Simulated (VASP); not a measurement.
# Mg8HO8 (a cell with a defect) in VASP: a series of runs, part 2 of 2

VASP 6.6.1.

## 3. Single point, PBE

INCAR reads:

```
SYSTEM = Mg8HO8
PREC     = Accurate       ! precision mode
ENCUT    = 520            ! plane-wave cutoff, eV
EDIFF    = 1E-6           ! SCF threshold, eV
ISMEAR   = 0              ! smearing method
SIGMA    = 0.02           ! smearing width, eV
LREAL    = Auto         
LASPH    = .True.         ! aspherical terms in the spheres
NELM     = 100            ! most SCF steps
ALGO     = Normal         ! electronic algorithm
ISIF     = 2              ! what is computed and relaxed
LWAVE    = .False.        ! write WAVECAR
LCHARG   = .False.        ! write CHGCAR
GGA      = PE             ! functional
NBANDS   = 46             ! bands
NELECT   = 64.0
```

KPOINTS reads:

```
Automatic mesh
0
Gamma
  3 3 3
  0 0 0
```

POSCAR reads:

```
Mg8HO8
1.0
    0.0000000000      3.8970000000      3.8970000000
    3.8970000000      0.0000000000      3.8970000000
    3.8970000000      3.8970000000      0.0000000000
Mg O H
8 8 1
Direct
   -0.0073013857      0.0070304080     -0.0011700026
   -0.0037586605      0.0105097511      0.5004260970
   -0.0037609700      0.5086298435      0.0023093405
    0.0005721067      0.5089695920      0.5007691814
    0.5007499358      0.0089565050      0.0007584039
    0.4917933025     -0.0246465230      0.5266131640
    0.4917977932      0.5348124198     -0.0328498845
    0.4878806774      0.5152134976      0.5070107775
    0.2606697460      0.2599958943      0.2517931742
    0.2473228124      0.2540561971      0.7540892995
    0.2473262766      0.7622880421      0.2458541186
    0.2328144727      0.7600479856      0.7518457788
    0.7274765204      0.2617002823      0.2534888376
    0.7465635104      0.2630164229      0.7459699769
    0.7465604311      0.7541711573      0.2548178086
    0.7516333077      0.7586317680      0.7504326405
    0.5141887349      0.3003280729      0.2921037978
```

Potentials or basis: VASP PAW PBE potentials, release 64 (Mg, O, H).

Launch:

```console
> cat potpaw_PBE.64/Mg/POTCAR potpaw_PBE.64/O/POTCAR potpaw_PBE.64/H/POTCAR > POTCAR
> mpirun -np 1 vasp_std > vasp.out
```

Run time: 2.9 min. Hardware: 1 thread of Intel Xeon Platinum 8259CL at 2.50GHz (Skylake/Cascade Lake), shared host; peak memory 0.28 GiB.

It converged, with:

- Free energy: -97.2384 eV
- Largest force: 0.410 eV/Å

Forces in eV/Å, atoms in the order of the input:
```
Mg  -0.041 -0.002 -0.003
Mg  -0.004  0.008 -0.025
Mg  -0.004 -0.021  0.005
Mg  -0.012 -0.022 -0.021
Mg  -0.007 -0.015 -0.015
Mg  -0.039 -0.042 -0.061
Mg  -0.038 -0.066 -0.044
Mg   0.046  0.015  0.014
O   -0.013 -0.039 -0.039
O   -0.015 -0.016 -0.006
O   -0.014 -0.009 -0.015
O    0.002 -0.043 -0.044
O   -0.053  0.071  0.069
O   -0.013 -0.011 -0.015
O   -0.010 -0.016 -0.009
O   -0.007 -0.035 -0.034
H    0.224  0.244  0.242
```

Levels at points of the mesh, in eV from the Fermi level:
```tsv
k point	band 29	band 30	band 31	band 32	band 33	band 34	band 35	band 36
(0.00, 0.00, 0.00)	-0.80	-0.21	-0.18	-0.16	5.88	7.83	9.01	9.14
```

Caveat: the k points lie up to 0.47 Å⁻¹ apart; the cell carries a net charge on a neutralising background, which shifts energy and pressure; the cell is charged against a uniform background, so pressure and absolute levels hang on convention.

## 4. Single point, PBE

INCAR reads:

```
PREC     = Accurate       # precision mode
ENCUT    = 520            # plane-wave cutoff, eV
EDIFF    = 1E-6           # SCF threshold, eV
ISMEAR   = 0              # smearing method
SIGMA    = 0.02           # smearing width, eV
LREAL    = Auto         
LASPH    = T              # aspherical terms in the spheres
NELM     = 80             # most SCF steps
ALGO     = Normal         # electronic algorithm
ISIF     = 2              # what is computed and relaxed
LWAVE    = F              # write WAVECAR
LCHARG   = F              # write CHGCAR
GGA      = PE             # functional
NELECT   = 64.0         
NBANDS   = 46             # bands
```

KPOINTS reads:

```
Automatic mesh
0
Gamma
  3 3 3
```

POSCAR reads:

```
Mg8HO8
1.0
    0.0000000000      3.8970000000      3.8970000000
    3.8970000000      0.0000000000      3.8970000000
    3.8970000000      3.8970000000      0.0000000000
Mg O H
8 8 1
Direct
   -0.0098335899      0.0086665384      0.0042192712
   -0.0044661278      0.0111564024      0.5018330767
   -0.0044699769      0.5062821401      0.0067134976
   -0.0011394663      0.5115374647      0.5070866051
    0.5052179882      0.0060822428      0.0016336926
    0.5042831665     -0.0275774955      0.5358361560
    0.5042899666      0.5402748268     -0.0320282268
    0.4899194252      0.5090851937      0.5046358737
    0.2677976649      0.2597376187      0.2552893251
    0.2466372851      0.2523788812      0.7600491404
    0.2466407493      0.7644949962      0.2479273800
    0.2381516551      0.7585853220      0.7541408776
    0.7245247626      0.2595704388      0.2551239415
    0.7471581986      0.2637874006      0.7475718501
    0.7471538363      0.7520239928      0.2593424429
    0.7598054914      0.7583038235      0.7538575828
    0.4387253015      0.2767083654      0.2722608417
```

Potentials or basis: VASP PAW PBE potentials, release 64 (Mg, O, H).

Launch:

```console
> cat potpaw_PBE.64/Mg/POTCAR potpaw_PBE.64/O/POTCAR potpaw_PBE.64/H/POTCAR > POTCAR
> mpirun -np 1 vasp_std > vasp.out
```

OUTCAR:

```text
PREC = Accurate
   ENCUT = 520
   EDIFF = 1E-6
   ISMEAR = 0
   LREAL = Auto
   LASPH = T
   NELM = 80
   ISIF = 2
   GGA = PE
   NELECT = 64.0

 ion  position               nearest neighbor table
   1  0.990  0.009  0.004-  15 1.95  14 1.95  12 1.95  11 1.95  10 1.95  13 1.96   5 2.69   6 2.71
                             7 2.71   3 2.75   2 2.75   4 2.76   4 2.76   2 2.76   3 2.76   7 2.81
   2  0.996  0.011  0.502-  16 1.91  12 1.93  14 1.94  11 1.95  13 2.02   9 2.03   6 2.73   5 2.73
                             3 2.73   4 2.73   8 2.75   1 2.75   1 2.76   8 2.77   4 2.78   3 2.78
[... 707 lines left out ...]
  Total       41.9093865     46.3837789     46.3837789     -0.2864554     -6.7087055     -0.2864553
  in kB      567.2841810    627.8494199    627.8494199     -3.8774510    -90.8088330     -3.8774498
  external PRESSURE =     607.6610069 kB  Pullay stress =       0.0000000 kB

 VOLUME and BASIS-vectors are now :
 -----------------------------------------------------------------------------
  energy-cutoff  :      520.00
  volume of cell :      118.36
      direct lattice vectors                 reciprocal lattice vectors
     0.000000000  3.897000000  3.897000000    -0.128303823  0.128303823  0.128303823
     3.897000000  0.000000000  3.897000000     0.128303823 -0.128303823  0.128303823
     3.897000000  3.897000000  0.000000000     0.128303823  0.128303823 -0.128303823

 POSITION                                       TOTAL-FORCE (eV/Angst)
 -----------------------------------------------------------------------------------
      0.05022      3.87512      3.89245         0.002773      0.035825      0.035825
      1.99912      5.83524      3.92307        -0.004229      0.007858     -0.007735
      1.99914      3.90574      5.85256        -0.004229     -0.007735      0.007858
      3.96958      5.86868      5.88602         0.098383     -0.015109     -0.015109
      0.03007      1.97520      1.99254        -0.033468     -0.001668     -0.001668
      5.87768      4.05334      5.75472        -0.014317      0.116276      0.065907
[... 9 lines left out ...]
      5.89289      5.89875      5.91607         0.030710      0.014027      0.014027
      2.13933      2.77071      2.78804         0.031482     -0.285034     -0.285034
 -----------------------------------------------------------------------------------
    total drift:                                0.010600      0.005097      0.005587

  FREE ENERGIE OF THE ION-ELECTRON SYSTEM (eV)
  ---------------------------------------------------
  free  energy   TOTEN  =       -97.1642779785 eV

  energy  without entropy=      -97.1642779785  energy(sigma->0) =      -97.16427798
```

stdout:

```text
POSCAR found type information on POSCAR MgO H
 POSCAR found :  3 types and      17 ions
 scaLAPACK will be used
 LDA part: xc-table for (Slater+PW92), standard interpolation
 POSCAR, INCAR and KPOINTS ok, starting setup
 FFT: planning ... GRIDC
 FFT: planning ... GRID_SOFT
 FFT: planning ... GRID
 WAVECAR not read
 entering main loop
 the old and the new charge density differ
 old charge density:    65.00000 new   64.00000
    0.210E+01
```

It took 2.2 min on 1 thread of Intel Xeon Platinum 8259CL at 2.50GHz (Skylake/Cascade Lake), shared host; peak memory 0.27 GiB.

What came out:

```yaml
Free_energy: -97.1643 eV
Largest_force: 0.404 eV/Å
```

Forces on the atoms (eV/Å):
```
Mg   0.003  0.036  0.036
Mg  -0.004  0.008 -0.008
Mg  -0.004 -0.008  0.008
Mg   0.098 -0.015 -0.015
Mg  -0.033 -0.002 -0.002
Mg  -0.014  0.116  0.066
Mg  -0.014  0.066  0.116
Mg  -0.057  0.028  0.028
O   -0.003 -0.063 -0.063
O   -0.004  0.017 -0.002
O   -0.004 -0.002  0.017
O   -0.012  0.053  0.053
O   -0.016  0.015  0.015
O    0.002 -0.001  0.024
O    0.002  0.024 -0.001
O    0.031  0.014  0.014
H    0.031 -0.285 -0.285
```

Levels at points of the mesh, in eV from the Fermi level:
```csv
k point,band 29,band 30,band 31,band 32,band 33,band 34,band 35,band 36
"(0.00, 0.00, 0.00)",-0.78,-0.21,-0.20,-0.16,6.14,8.00,8.90,9.14
```

Caveat: the k points lie up to 0.47 Å⁻¹ apart; the cell carries a net charge on a neutralising background, which shifts energy and pressure; the cell is charged against a uniform background, so pressure and absolute levels hang on convention.
